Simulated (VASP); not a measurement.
# InSb (I-4m2) in VASP: notebook

InSb is run at these levels: LDA; tasks: single point.

Everything below comes from runs of VASP 6.6.1. Logs are shortened: lines on timing, memory, paths and dates and some standing lists are left out, and cuts for length are marked.

## Step 1: The cell of the first run

Symmetry: I-4m2, No. 119, tetragonal system. Conventional cell: a = 5.794 Å, b = 5.794 Å, c = 3.381 Å, α = 90.00°, β = 90.00°, γ = 90.00°. In (site symmetry -4m2) has 8 Sb at 3.02 to 3.85 Å and 2 In at 3.38 Å within 4.0 Å. Within 4.0 Å of Sb (site symmetry -4m2) lie 8 In at 3.02 to 3.85 Å and 2 Sb at 3.38 Å.

## Step 2: Single point, LDA

Input file INCAR:

```
ALGO = Normal
EDIFF = 1E-6
ENCUT = 500
GGA = CA
GGA_COMPAT = False
ISIF = 2
ISMEAR = 0
LASPH = True
LCHARG = True
LELF = True
LREAL = False
LVHAR = True
LWAVE = False
NBANDS = 16
NELM = 120
PREC = Accurate
SIGMA = 0.15
```

Input file KPOINTS:

```
k-points
0
Gamma
  22 22 22
```

Input file POSCAR:

```
InSb
1.0
   -2.8972358866      2.8972358866      1.6904781668
    2.8972358866     -2.8972358866      1.6904781668
    2.8972358866      2.8972358866     -1.6904781668
In Sb
1 1
Direct
    0.2500000000      0.7500000000      0.5000000000
    0.0000000000      0.0000000000      0.0000000000
```

Potentials or basis: VASP PAW LDA potentials, release 64 (In_d, Sb).

On the command line:

```console
$ cat potpaw_LDA.64/In_d/POTCAR potpaw_LDA.64/Sb/POTCAR > POTCAR
$ mpirun -np 1 vasp_std > vasp.out
```

OUTCAR:

```text
EDIFF = 1E-6
   ENCUT = 500
   GGA = CA
   ISIF = 2
   ISMEAR = 0
   LASPH = True
   LREAL = False
   NELM = 120
   PREC = Accurate

 ion  position               nearest neighbor table
   1  0.250  0.750  0.500-   2 3.02   2 3.02   2 3.02   2 3.02   2 3.85   2 3.85   2 3.85   2 3.85

   2  0.000  0.000  0.000-   1 3.02   1 3.02   1 3.02   1 3.02   1 3.85   1 3.85   1 3.85   1 3.85

  LATTYP: Found a body centered tetragonal cell.
 ALAT       =     5.7944717732
 C/A-ratio  =     0.5834796451

  Lattice vectors:

 A1 = (  -2.8972358866,   2.8972358866,   1.6904781668)
 A2 = (   2.8972358866,  -2.8972358866,   1.6904781668)
 A3 = (   2.8972358866,   2.8972358866,  -1.6904781668)

Analysis of symmetry for initial positions (statically):
=====================================================================
 Subroutine PRICEL returns:
 Original cell was already a primitive cell.

 Routine SETGRP: Setting up the symmetry group for a
 body centered tetragonal supercell.

 Subroutine GETGRP returns: Found  8 space group operations
 (whereof  8 operations were pure point group operations)
 out of a pool of 16 trial point group operations.

The static configuration has the point symmetry D_2d.

Analysis of symmetry for dynamics (positions and initial velocities):
=====================================================================
 Subroutine PRICEL returns:
 Original cell was already a primitive cell.

 Routine SETGRP: Setting up the symmetry group for a
 body centered tetragonal supercell.

 Subroutine GETGRP returns: Found  8 space group operations
 (whereof  8 operations were pure point group operations)
 out of a pool of 16 trial point group operations.

The dynamic configuration has the point symmetry D_2d.

 Subroutine INISYM returns: Found  8 space group operations
 (whereof  8 operations are pure point group operations),
 and found     1 'primitive' translations

----------------------------------------------------------------------------------------

                                     Primitive cell

  volume of cell :      56.7593

  direct lattice vectors                    reciprocal lattice vectors
    -2.897235887  2.897235887  1.690478167     0.000000000  0.172578285  0.295774302
     2.897235887 -2.897235887  1.690478167     0.172578285  0.000000000  0.295774302
     2.897235887  2.897235887 -1.690478167     0.172578285  0.172578285  0.000000000

  length of vectors
     4.432343398  4.432343398  4.432343398     0.342440801  0.342440801  0.244062551

  position of ions in fractional coordinates (direct lattice)
     0.250000000  0.750000000  0.500000000
     0.000000000  0.000000000  0.000000000

  ion indices of the primitive-cell ions
   primitive index   ion index
                 1           1
                 2           2

----------------------------------------------------------------------------------------

 KPOINTS: k-points

Automatic generation of k-mesh.
 Grid dimensions read from file:
 generate k-points for:   22   22   22

 Generating k-lattice:

  Cartesian coordinates                     Fractional coordinates (reciprocal lattice)
     0.000000000  0.007844467  0.013444286     0.045454545  0.000000000  0.000000000
     0.007844467  0.000000000  0.013444286     0.000000000  0.045454545  0.000000000
     0.007844467  0.007844467  0.000000000     0.000000000  0.000000000  0.045454545

  Length of vectors
     0.015565491  0.015565491  0.011093752

  Shift w.r.t. Gamma in fractional coordinates (k-lattice)
     0.000000000  0.000000000  0.000000000

 Subroutine IBZKPT returns following result:
 ===========================================

 Found    834 irreducible k-points:

 Following reciprocal coordinates:
            Coordinates               Weight
  0.000000  0.000000  0.000000      1.000000
  0.045455  0.000000 -0.000000      8.000000
  0.090909  0.000000 -0.000000      8.000000
  0.136364  0.000000 -0.000000      8.000000
  0.181818  0.000000  0.000000      8.000000
  0.227273  0.000000 -0.000000      8.000000
[... 16 lines left out ...]
  0.500000  0.045455 -0.000000     16.000000
 -0.454545  0.045455  0.000000     16.000000
 [... further k-points ...]
   k-points           NKPTS =    834   k-points in BZ     NKDIM =    834   number of bands    NBANDS=     16
   number of dos      NEDOS =    301   number of ions     NIONS =      2
   total plane-waves  NPLWV =  32768
   dimension x,y,z NGX =    32 NGY =   32 NGZ =   32
   dimension x,y,z NGXF=    64 NGYF=   64 NGZF=   64
   ions per type =               1   1
   NGX,Y,Z   is equivalent  to a cutoff of  12.00, 12.00, 12.00 a.u.
   NGXF,Y,Z  is equivalent  to a cutoff of  24.00, 24.00, 24.00 a.u.
 SYSTEM =  unknown system
   PREC   = accura    normal or accurate (medium, high low for compatibility)
   ISTART =      0    job   : 0-new  1-cont  2-samecut
   ICHARG =      2    charge: 1-file 2-atom 10-const
   ISPIN  =      1    spin polarized calculation?
   LNONCOLLINEAR =      F non collinear calculations
   LSORBIT =      F    spin-orbit coupling
   LASPH  =      T    aspherical Exc in radial PAW
   ENCUT  =  500.0 eV  36.75 Ry    6.06 a.u.   8.08  8.08  8.08*2*pi/ulx,y,z
   NELM   =    120;   NELMIN=  2; NELMDL= -5     # of ELM steps
   EDIFF  = 0.1E-05   stopping-criterion for ELM
   LREAL  =      F    real-space projection
   EDIFFG = 0.1E-04   stopping-criterion for IOM
   NSW    =      0    number of steps for IOM
   IBRION =     -1    ionic relax: 0-MD 1-quasi-New 2-CG
   NFREE  =      0    steps in history (QN), initial steepest desc. (CG)
   ISIF   =      2    stress and relaxation
   ISYM   =      2    0-nonsym 1-usesym 2-fastsym
   POTIM  = 0.5000    time-step for ionic-motion
   TEBEG  =    0.0;   TEEND  =   0.0 temperature during run
   PSTRESS=    0.0 pullay stress
   NELECT =      18.0000    total number of electrons
   NUPDOWN=      -1.0000    fix difference up-down
   EMIN   =  10.00;   EMAX   =-10.00  energy-range for DOS
   EFERMI =   0.00;   METHOD = LEGACY
   ISMEAR =     0;   SIGMA  =   0.15  broadening in eV -4-tet -1-fermi 0-gaus
   EFERMI_NEDOS =   21; number of points for ismear=-14 and -15
   IALGO  =     38    algorithm
   IMIX   =      4    mixing-type and parameters
     AMIX     =   0.40;   BMIX     =  1.00
     AMIX_MAG =   1.60;   BMIX_MAG =  1.00
  volume/ion in A,a.u.               =      28.38       191.52
  Fermi-wavevector in a.u.,A,eV,Ry     =   1.116400  2.109690 16.957613  1.246349
  Thomas-Fermi vector in A             =   2.253014
   LORBIT       =      0    0 simple, 1 ext, 2 COOP (PROOUT), +10 PAW based schemes
   GGA     = CA    functional components
   LHFCALC =     F    Hartree Fock is set to
   AEXX    =    0.0000 exact exchange contribution
   IVDW    =     0    specifies the selected vdW correction
   LEPSILON=     F    determine dielectric tensor
   LRPA    =     F    only Hartree local field effects (RPA)
 non-spin polarized calculation
 Gauss-broadening in eV      SIGMA  =   0.15
  energy-cutoff  :      500.00
  volume of cell :       56.76
 maximum number of plane-waves:      1476
   NGX = 17   NGY = 17   NGZ = 17

 number of electron      17.9999989 magnetization

 Free energy of the ion-electron system (eV)
  ---------------------------------------------------
  ext. energy  EPLUGINS =         0.00000000
  ---------------------------------------------------
  free energy    TOTEN  =        -8.00531932 eV

  energy without entropy =       -7.99572410  energy(sigma->0) =       -8.00052171

 E-fermi :   6.8288     XC(G=0): -10.0764

 val. band max:        6.8247932480   @ k =  -0.4091  -0.4091   0.1818
 cond. band min:       6.8349665696   @ k =  -0.1818  -0.4091   0.0909
 fundamental gap:      0.0101733216
 Fermi energy:         6.8287904458

 k-point     1 :       0.0000    0.0000    0.0000
  band No.  band energies     occupation
      1      -7.7812      2.00000
      2      -7.6191      2.00000
      3      -7.6116      2.00000
      4      -7.5573      2.00000
      5      -7.5573      2.00000
      6      -4.3829      2.00000
[... 8 lines left out ...]
     15      15.3197      0.00000
     16      16.7624      0.00000

 k-point     2 :       0.0455    0.0000   -0.0000
  band No.  band energies     occupation
      1      -7.7757      2.00000
      2      -7.6196      2.00000
      3      -7.6108      2.00000
      4      -7.5595      2.00000
      5      -7.5595      2.00000
      6      -4.3489      2.00000
[... 8 lines left out ...]
     15      15.5837      0.00000
     16      16.2987      0.00000

 k-point     3 :       0.0909    0.0000   -0.0000
  band No.  band energies     occupation
      1      -7.7597      2.00000
      2      -7.6211      2.00000
      3      -7.6085      2.00000
      4      -7.5659      2.00000
      5      -7.5658      2.00000
      6      -4.2472      2.00000
[... 8 lines left out ...]
     15      15.6186      0.00000
     16      15.8881      0.00000

 k-point     4 :       0.1364    0.0000   -0.0000
  band No.  band energies     occupation
      1      -7.7345      2.00000
      2      -7.6235      2.00000
      3      -7.6051      2.00000
      4      -7.5759      2.00000
      5      -7.5753      2.00000
      6      -4.0785      2.00000
[... 8 lines left out ...]
     15      15.0715      0.00000
     16      15.6748      0.00000

 k-point     5 :       0.1818    0.0000    0.0000
  band No.  band energies     occupation
      1      -7.7024      2.00000
      2      -7.6268      2.00000
      3      -7.6033      2.00000
      4      -7.5883      2.00000
      5      -7.5851      2.00000
      6      -3.8448      2.00000
[... 8 lines left out ...]
     15      14.6073      0.00000
     16      15.7214      0.00000

 k-point     6 :       0.2273    0.0000   -0.0000
  band No.  band energies     occupation
      1      -7.6674      2.00000
      2      -7.6305      2.00000
      3      -7.6105      2.00000
      4      -7.6009      2.00000
      5      -7.5868      2.00000
      6      -3.5495      2.00000
[... 8 lines left out ...]
     15      14.2278      0.00000
     16      15.9528      0.00000

 k-point     7 :       0.2727    0.0000   -0.0000
  band No.  band energies     occupation
      1      -7.6483      2.00000
      2      -7.6252      2.00000
      3      -7.6245      2.00000
      4      -7.6058      2.00000
      5      -7.5822      2.00000
      6      -3.1988      2.00000
[... 8 lines left out ...]
     15      13.9384      0.00000
     16      16.3085      0.00000

 k-point     8 :       0.3182    0.0000   -0.0000
  band No.  band energies     occupation
      1      -7.6558      2.00000
      2      -7.6390      2.00000
      3      -7.6252      2.00000
      4      -7.5793      2.00000
      5      -7.5765      2.00000
      6      -2.8039      2.00000
[... 8 lines left out ...]
     15      13.7554      0.00000
     16      16.7480      0.00000

 k-point     9 :       0.3636    0.0000   -0.0000
  band No.  band energies     occupation
      1      -7.6670      2.00000
      2      -7.6520      2.00000
      3      -7.6293      2.00000
      4      -7.5712      2.00000
      5      -7.5474      2.00000
      6      -2.3850      2.00000
[... 8 lines left out ...]
     15      14.2087      0.00000
     16      17.2314      0.00000
[... 172 lines left out ...]
 k-point    19 :       0.3182    0.0455   -0.0000
  band No.  band energies     occupation
      1      -7.6642      2.00000
      2      -7.6515      2.00000
      3      -7.6293      2.00000
      4      -7.5733      2.00000
      5      -7.5487      2.00000
      6      -2.4718      2.00000
[... 8 lines left out ...]
     15      13.8998      0.00000
     16      16.8923      0.00000

 k-point    20 :       0.3636    0.0455   -0.0000
  band No.  band energies     occupation
      1      -7.6748      2.00000
      2      -7.6617      2.00000
      3      -7.6321      2.00000
      4      -7.5686      2.00000
      5      -7.5226      2.00000
      6      -2.0607      2.00000
[... 8 lines left out ...]
     15      14.6545      0.00000
     16      17.3729      0.00000

 k-point    21 :       0.4091    0.0455   -0.0000
  band No.  band energies     occupation
      1      -7.6821      2.00000
      2      -7.6682      2.00000
      3      -7.6339      2.00000
      4      -7.5652      2.00000
      5      -7.5055      2.00000
      6      -1.7162      2.00000
[... 8 lines left out ...]
     15      15.5046      0.00000
     16      17.3282      0.00000

 k-point    22 :       0.4545    0.0455   -0.0000
  band No.  band energies     occupation
      1      -7.6852      2.00000
      2      -7.6705      2.00000
      3      -7.6347      2.00000
      4      -7.5635      2.00000
      5      -7.4994      2.00000
      6      -1.5380      2.00000
[... 8 lines left out ...]
     15      16.2734      0.00000
     16      16.7318      0.00000

 k-point    23 :       0.5000    0.0455   -0.0000
  band No.  band energies     occupation
      1      -7.6838      2.00000
      2      -7.6684      2.00000
      3      -7.6344      2.00000
      4      -7.5637      2.00000
      5      -7.5045      2.00000
      6      -1.6071      2.00000
[... 8 lines left out ...]
     15      16.2607      0.00000
     16      16.7399      0.00000

 k-point    24 :      -0.4545    0.0455    0.0000
  band No.  band energies     occupation
      1      -7.6782      2.00000
      2      -7.6621      2.00000
      3      -7.6328      2.00000
      4      -7.5657      2.00000
      5      -7.5206      2.00000
      6      -1.8888      2.00000
[... 8 lines left out ...]
     15      15.5370      0.00000
     16      17.3351      0.00000

 [... further k-points ...]

------------------------ aborting loop because EDIFF is reached ----------------------------------------

  FORCE on cell =-STRESS in cart. coord.  units (eV):
  Direction    XX          YY          ZZ          XY          YZ          ZX
  --------------------------------------------------------------------------------------
  -------------------------------------------------------------------------------------
  Total       -1.0877193     -1.0877193     -1.8630873      0.0000000      0.0000000      0.0000000
  in kB      -30.7036599    -30.7036599    -52.5904059      0.0000000      0.0000000      0.0000000
  external PRESSURE =     -37.9992419 kB  Pullay stress =       0.0000000 kB

 VOLUME and BASIS-vectors are now :
 -----------------------------------------------------------------------------
  energy-cutoff  :      500.00
  volume of cell :       56.76
      direct lattice vectors                 reciprocal lattice vectors
    -2.897235887  2.897235887  1.690478167     0.000000000  0.172578285  0.295774302
     2.897235887 -2.897235887  1.690478167     0.172578285  0.000000000  0.295774302
     2.897235887  2.897235887 -1.690478167     0.172578285  0.172578285  0.000000000

 POSITION                                       TOTAL-FORCE (eV/Angst)
 -----------------------------------------------------------------------------------
      2.89724      0.00000      0.84524         0.000000      0.000000     -0.000000
      0.00000      0.00000      0.00000        -0.000000     -0.000000      0.000000
 -----------------------------------------------------------------------------------
    total drift:                               -0.000000      0.000000      0.000000

  FREE ENERGIE OF THE ION-ELECTRON SYSTEM (eV)
  ---------------------------------------------------
  free  energy   TOTEN  =        -8.0053193236 eV

  energy  without entropy=       -7.9957241033  energy(sigma->0) =       -8.00052171
```

Run time: 2.6 min. Hardware: 1 thread of Intel Xeon 6975P-C (Granite Rapids), shared host; peak memory 0.77 GiB.

What came out:

- Free energy: -8.0053 eV
- Pressure: -3.8 GPa
- Band gap on the k mesh: zero (bands 9 and 10 overlap by 4.56 eV)

Caveat: the cell stands under tension; spin-orbit coupling is left out, which moves the levels of the heavy elements.

## Step 3: Single point, LDA

This run uses another cell than the first one, of the same volume but with other edges.

Input file INCAR:

```
PREC = Accurate
ENCUT = 500
EDIFF = 1E-6
ISMEAR = 0
SIGMA = 0.15
LREAL = False
LASPH = True
NELM = 120
ALGO = Normal
ISIF = 2
LWAVE = False
LCHARG = True
GGA = CA
LELF = True
LVHAR = True
NBANDS = 16
GGA_COMPAT = False
```

Input file KPOINTS:

```
Automatic mesh
0
Gamma
  22 22 22
```

Input file POSCAR:

```
InSb
1.0
   -3.1086654069      3.1086654069      1.4683490857
    3.1086654069     -3.1086654069      1.4683490857
    3.1086654069      3.1086654069     -1.4683490857
In Sb
1 1
Direct
    0.2500000000      0.7500000000      0.5000000000
    0.0000000000      0.0000000000      0.0000000000
```

Potentials or basis: VASP PAW LDA potentials, release 64 (In_d, Sb).

On the command line:

```console
$ cat potpaw_LDA.64/In_d/POTCAR potpaw_LDA.64/Sb/POTCAR > POTCAR
$ mpirun -np 1 vasp_std > vasp.out
```

It took 6.6 min on 1 thread of AMD EPYC 9R45 (Zen 5), shared host; peak memory 0.76 GiB.

The run converged. Its results:

```
Free energy            : -7.8914 eV
Pressure               : -2.7 GPa
Band gap on the k mesh : zero (bands 9 and 10 overlap by 3.30 eV)
```

Stress tensor (GPa, compression positive):
```
-5.58  0.00  0.00
 0.00 -5.58  0.00
 0.00  0.00  3.02
```

Levels at points of the mesh, in eV from the Fermi level:
| k point | band 6 | band 7 | band 8 | band 9 | band 10 | band 11 | band 12 | band 13 |
| --- | --- | --- | --- | --- | --- | --- | --- | --- |
| (0.00, 0.00, 0.00) | -11.37 | -4.54 | -2.40 | -2.40 | 3.02 | 5.08 | 5.08 | 6.86 |
| (0.50, 0.00, 0.00) | -7.20 | -4.65 | -2.01 | -1.18 | -0.44 | 2.80 | 2.96 | 4.77 |
| (0.50, 0.50, 0.00) | -10.59 | -7.41 | -1.00 | 0.66 | 0.79 | 1.17 | 6.48 | 9.12 |
| (0.50, 0.50, 0.50) | -9.95 | -5.95 | -4.52 | -4.52 | 6.22 | 7.03 | 7.03 | 8.39 |

Caveat: spin-orbit coupling is left out, which moves the levels of the heavy elements.

(Continued in part 2 of 2.)
